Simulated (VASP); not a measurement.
# C (P6_3/mmc) in VASP: further runs

Runs on C. Level: PBEsol+D3(BJ). Tasks: single point.

Everything below comes from runs of VASP 6.6.1. Logs are shortened: lines on timing, memory, paths and dates and some standing lists are left out, and cuts for length are marked.

**1. The cell of the first run**

It takes space group P6_3/mmc (No. 194, hexagonal). The conventional cell has a = 2.599 Å, b = 2.599 Å, c = 6.167 Å, α = 90.00°, β = 90.00°, γ = 120.00°. C (site symmetry -6m2) has 3 C at 1.50 Å within 2.0 Å. Within 2.0 Å of C (site symmetry -6m2) lie 3 C at 1.50 Å.

**2. Single point, PBEsol+D3(BJ) (volume 9.020 Å^3 an atom, c/a of the conventional cell 2.3729)**

INCAR reads:

```
SYSTEM = C
PREC = Accurate
ENCUT = 520
EDIFF = 1E-7
ISMEAR = 0
SIGMA = 0.15
LREAL = .FALSE.
LASPH = .TRUE.
NELM = 60
ALGO = Normal
ISIF = 2
LWAVE = .FALSE.
LCHARG = .FALSE.
GGA = PS
IVDW = 12
NBANDS = 16
```

KPOINTS reads:

```
Automatic mesh
0
G
  21 21 8
  0 0 0
```

POSCAR reads:

```
C
1.0
    2.5990750504      0.0000000000      0.0000000000
   -1.2995375252      2.2508650199      0.0000000000
    0.0000000000      0.0000000000      6.1673451870
C
4
Direct
    0.0000000000      0.0000000000      0.0025000000
    0.0000000000      0.0000000000      0.5025000000
    0.3333333333      0.6666666667      0.0025000000
    0.6666666667      0.3333333333      0.5025000000
```

Potentials or basis: VASP PAW PBE potentials, release 64 (C).

Run with:

```console
$ cat potpaw_PBE.64/C/POTCAR > POTCAR
$ mpirun -np 1 vasp_std > vasp.out
```

OUTCAR:

```text
SYSTEM = C
   PREC = Accurate
   ENCUT = 520
   EDIFF = 1E-7
   ISMEAR = 0
   LREAL = .FALSE.
   LASPH = .TRUE.
   NELM = 60
   ISIF = 2
   GGA = PS
   IVDW = 12
 IVDW          = 12

 ion  position               nearest neighbor table
   1  0.000  0.000  0.002-   3 1.50   3 1.50   3 1.50
   2  0.000  0.000  0.502-   4 1.50   4 1.50   4 1.50
   3  0.333  0.667  0.002-   1 1.50   1 1.50   1 1.50
   4  0.667  0.333  0.502-   2 1.50   2 1.50   2 1.50

  LATTYP: Found a hexagonal cell.
 ALAT       =     2.5990750504
 C/A-ratio  =     2.3729000000

  Lattice vectors:

 A1 = (   2.5990750504,   0.0000000000,   0.0000000000)
 A2 = (  -1.2995375252,   2.2508650199,   0.0000000000)
 A3 = (   0.0000000000,   0.0000000000,   6.1673451870)

Analysis of symmetry for initial positions (statically):
=====================================================================
 Subroutine PRICEL returns:
 Original cell was already a primitive cell.

 Routine SETGRP: Setting up the symmetry group for a
 hexagonal supercell.

 Subroutine GETGRP returns: Found 24 space group operations
 (whereof  6 operations were pure point group operations)
 out of a pool of 24 trial point group operations.

The static configuration has the point symmetry C_3v.
 The point group associated with its full space group is D_6h.

Analysis of symmetry for dynamics (positions and initial velocities):
=====================================================================
 Subroutine PRICEL returns:
 Original cell was already a primitive cell.

 Routine SETGRP: Setting up the symmetry group for a
 hexagonal supercell.

 Subroutine GETGRP returns: Found 24 space group operations
 (whereof  6 operations were pure point group operations)
 out of a pool of 24 trial point group operations.

The dynamic configuration has the point symmetry C_3v.
 The point group associated with its full space group is D_6h.

 Subroutine INISYM returns: Found 24 space group operations
 (whereof  6 operations are pure point group operations),
 and found     1 'primitive' translations

----------------------------------------------------------------------------------------

                                     Primitive cell

  volume of cell :      36.0800

  direct lattice vectors                    reciprocal lattice vectors
     2.599075050  0.000000000  0.000000000     0.384752260  0.222136821  0.000000000
    -1.299537525  2.250865020  0.000000000     0.000000000  0.444273642  0.000000000
     0.000000000  0.000000000  6.167345187     0.000000000  0.000000000  0.162144321

[... 92 lines left out ...]
   NFREE  =      0    steps in history (QN), initial steepest desc. (CG)
   ISIF   =      2    stress and relaxation
   ISYM   =      2    0-nonsym 1-usesym 2-fastsym
   POTIM  = 0.5000    time-step for ionic-motion
   TEBEG  =    0.0;   TEEND  =   0.0 temperature during run
   PSTRESS=    0.0 pullay stress
   NELECT =      16.0000    total number of electrons
   NUPDOWN=      -1.0000    fix difference up-down
   EMIN   =  10.00;   EMAX   =-10.00  energy-range for DOS
   EFERMI =   0.00;   METHOD = LEGACY
   ISMEAR =     0;   SIGMA  =   0.15  broadening in eV -4-tet -1-fermi 0-gaus
   EFERMI_NEDOS =   21; number of points for ismear=-14 and -15
   IALGO  =     38    algorithm
   IMIX   =      4    mixing-type and parameters
     AMIX     =   0.40;   BMIX     =  1.00
     AMIX_MAG =   1.60;   BMIX_MAG =  1.00
  volume/ion in A,a.u.               =       9.02        60.87
  Fermi-wavevector in a.u.,A,eV,Ry     =   1.248416  2.359164 21.205257  1.558542
  Thomas-Fermi vector in A             =   2.382504
   LORBIT       =      0    0 simple, 1 ext, 2 COOP (PROOUT), +10 PAW based schemes
   GGA     = PS    functional components
   LHFCALC =     F    Hartree Fock is set to
   AEXX    =    0.0000 exact exchange contribution
   IVDW    =    12    specifies the selected vdW correction
   LEPSILON=     F    determine dielectric tensor
   LRPA    =     F    only Hartree local field effects (RPA)
 non-spin polarized calculation
 Gauss-broadening in eV      SIGMA  =   0.15
  energy-cutoff  :      520.00
  volume of cell :       36.08
 maximum number of plane-waves:       993
 NGX is ok and might be reduce to    20
   NGX =  9   NGY =  9   NGZ = 23

 number of electron      16.0000000 magnetization

 Free energy of the ion-electron system (eV)
  ---------------------------------------------------
  ext. energy  EPLUGINS =         0.00000000
  ---------------------------------------------------
  free energy    TOTEN  =       -37.75090886 eV

  energy without entropy =      -37.75003166  energy(sigma->0) =      -37.75047026

 E-fermi :   4.3817     XC(G=0): -10.7819

 val. band max:        4.3793638250   @ k =   0.3333   0.3333   0.2500
 cond. band min:       4.4161972122   @ k =   0.3333   0.3333   0.3750
 fundamental gap:      0.0368333872
 Fermi energy:         4.3817201585

 k-point     1 :       0.0000    0.0000    0.0000
  band No.  band energies     occupation
      1     -14.1088      2.00000
      2     -13.4983      2.00000
      3      -3.6116      2.00000
      4      -0.4703      2.00000
      5       1.4023      2.00000
      6       1.4023      2.00000
[... 433 lines left out ...]
      3      -2.5583      2.00000
      4      -2.3655      2.00000
      5      -1.9920      2.00000
      6      -0.7833      2.00000
[... 8 lines left out ...]
     15      14.7121      0.00000
     16      17.7040      0.00000

 [... further k-points ...]

------------------------ aborting loop because EDIFF is reached ----------------------------------------

 Edisp (eV)   -0.45089

 E8    (eV) :    -0.2190

  FORCE on cell =-STRESS in cart. coord.  units (eV):
  Direction    XX          YY          ZZ          XY          YZ          ZX
  --------------------------------------------------------------------------------------
  -------------------------------------------------------------------------------------
  Total     -13.69145   -13.69145     0.77517    -0.00000     0.00000     0.00000
  in kB    -607.98574  -607.98574    34.42247    -0.00000     0.00000     0.00000
  external pressure =     -393.85 kB  Pullay stress =        0.00 kB

 VOLUME and BASIS-vectors are now :
 -----------------------------------------------------------------------------
  energy-cutoff  :      520.00
  volume of cell :       36.08
      direct lattice vectors                 reciprocal lattice vectors
     2.599075050  0.000000000  0.000000000     0.384752260  0.222136821  0.000000000
    -1.299537525  2.250865020  0.000000000     0.000000000  0.444273642  0.000000000
     0.000000000  0.000000000  6.167345187     0.000000000  0.000000000  0.162144321

 POSITION                                       TOTAL-FORCE (eV/Angst)
 -----------------------------------------------------------------------------------
      0.00000      0.00000      0.01542         0.000000     -0.000000     -0.000000
      0.00000      0.00000      3.09909         0.000000      0.000000     -0.000000
     -0.00000      1.50058      0.01542         0.000000     -0.000000      0.000000
      1.29954      0.75029      3.09909        -0.000000      0.000000     -0.000000
 -----------------------------------------------------------------------------------
    total drift:                                0.000000      0.000000      0.000009

  FREE ENERGIE OF THE ION-ELECTRON SYSTEM (eV)
  ---------------------------------------------------
  free  energy   TOTEN  =       -38.2017961676 eV

  energy  without entropy=      -38.2009189599  energy(sigma->0) =      -38.20135756
```

It took 43 s on 1 thread of Intel Xeon 6975P-C (Granite Rapids), shared host; peak memory 0.23 GiB.

What came out:

| Item | Value |
| --- | --- |
| Free energy | -38.2018 eV |
| Pressure | -39.4 GPa |
| Band gap on the k mesh | zero (band 8 reaches 4.42 eV, above the bottom of band 9 at 4.33 eV) |
| Dispersion energy per atom | -0.113 eV |

Caveat: the PAW data sets were made with another functional, which shifts forces and pressure a little.

**3. Single point, PBEsol+D3(BJ) (volume 9.020 Å^3 an atom, c/a of the conventional cell 2.6132)**

INCAR reads:

```
SYSTEM = C
  PREC = Accurate
  ENCUT = 520
  EDIFF = 1E-6
  ISMEAR = 0
  SIGMA = 0.15
  LREAL = .FALSE.
  LASPH = .TRUE.
  NELM = 60
  ALGO = Normal
  ISIF = 2
  LWAVE = .FALSE.
  LCHARG = .TRUE.
  GGA = PS
  IVDW = 12
  LELF = .TRUE.
  LVHAR = .TRUE.
  NBANDS = 16
```

KPOINTS is that of step 2.

POSCAR reads:

```
C
1.0
    2.5168330940      0.0000000000      0.0000000000
   -1.2584165470      2.1796413965      0.0000000000
    0.0000000000      0.0000000000      6.5769882413
C
4
Direct
    0.0000000000      0.0000000000      0.0025000000
    0.0000000000      0.0000000000      0.5025000000
    0.3333333333      0.6666666667      0.0025000000
    0.6666666667      0.3333333333      0.5025000000
```

Potentials or basis: VASP PAW PBE potentials, release 64 (C).

Run with:

```console
$ cat potpaw_PBE.64/C/POTCAR > POTCAR
$ mpirun -np 1 vasp_std > vasp.out
```

Run time: 47 s. Hardware: 1 thread of Intel Xeon 6975P-C (Granite Rapids), shared host; peak memory 0.23 GiB.

Results (log left out):

```
Free energy                : -38.8704 eV
Pressure                   : -18.3 GPa
Band gap on the k mesh     : zero (band 8 reaches 4.41 eV, above the bottom of band 9 at 4.37 eV)
Dispersion energy per atom : -0.111 eV
```

Stress tensor (GPa, compression positive):
```
-27.41   0.00   0.00
  0.00 -27.41   0.00
  0.00   0.00   0.04
```

Levels at points of the mesh, in eV from the Fermi level:
| k point | band 6 | band 7 | band 8 | band 9 | band 10 | band 11 |
| --- | --- | --- | --- | --- | --- | --- |
| (0.00, 0.00, 0.00) | -2.99 | -2.96 | -2.96 | 4.48 | 7.91 | 7.91 |
| (0.00, 0.00, 0.50) | -2.97 | -2.97 | -2.97 | 7.31 | 7.31 | 7.94 |

Caveat: the PAW data sets were made with another functional, which shifts forces and pressure a little.

**4. Single point, PBEsol+D3(BJ) (volume 9.020 Å^3 an atom, c/a of the conventional cell 2.8093)**

INCAR reads:

```
  ALGO = Normal
  EDIFF = 1E-7
  ENCUT = 520
  GGA = PS
  ISIF = 2
  ISMEAR = 0
  IVDW = 12
  LASPH = True
  LCHARG = False
  LREAL = False
  LWAVE = False
  NBANDS = 16
  NELM = 60
  PREC = Accurate
  SIGMA = 0.15
```

KPOINTS reads:

```
k-points
0
Gamma
  21 21 8
```

POSCAR reads:

```
C
1.0
    2.4568534925      0.0000000000      0.0000000000
   -1.2284267463      2.1276975379      0.0000000000
    0.0000000000      0.0000000000      6.9020385164
C
4
Direct
    0.0000000000      0.0000000000      0.0025000000
    0.0000000000      0.0000000000      0.5025000000
    0.3333333333      0.6666666667      0.0025000000
    0.6666666667      0.3333333333      0.5025000000
```

Run with:

```console
$ cat potpaw_PBE.64/C/POTCAR > POTCAR
$ mpirun -np 1 vasp_std > vasp.out
```

It took 49 s on 1 thread of Intel Xeon 6975P-C (Granite Rapids), shared host; peak memory 0.22 GiB.

The run converged. Its results:

| Item | Value |
| --- | --- |
| Free energy | -39.0046 eV |
| Pressure | 0.8 GPa |
| Band gap on the k mesh | zero (band 8 reaches 4.42 eV, above the bottom of band 9 at 4.40 eV) |
| Dispersion energy per atom | -0.107 eV |

Stress tensor (GPa, compression positive):
```
 1.84  0.00  0.00
 0.00  1.84  0.00
 0.00  0.00 -1.36
```

Levels at points of the mesh, in eV from the Fermi level:
| k point | band 6 | band 7 | band 8 | band 9 | band 10 | band 11 |
| --- | --- | --- | --- | --- | --- | --- |
| (0.00, 0.00, 0.00) | -2.98 | -2.96 | -2.96 | 3.80 | 8.37 | 8.37 |
| (0.00, 0.00, 0.50) | -2.97 | -2.97 | -2.97 | 6.25 | 6.25 | 8.39 |

Caveat: the PAW data sets were made with another functional, which shifts forces and pressure a little.

(Continued in part 2 of 2.)
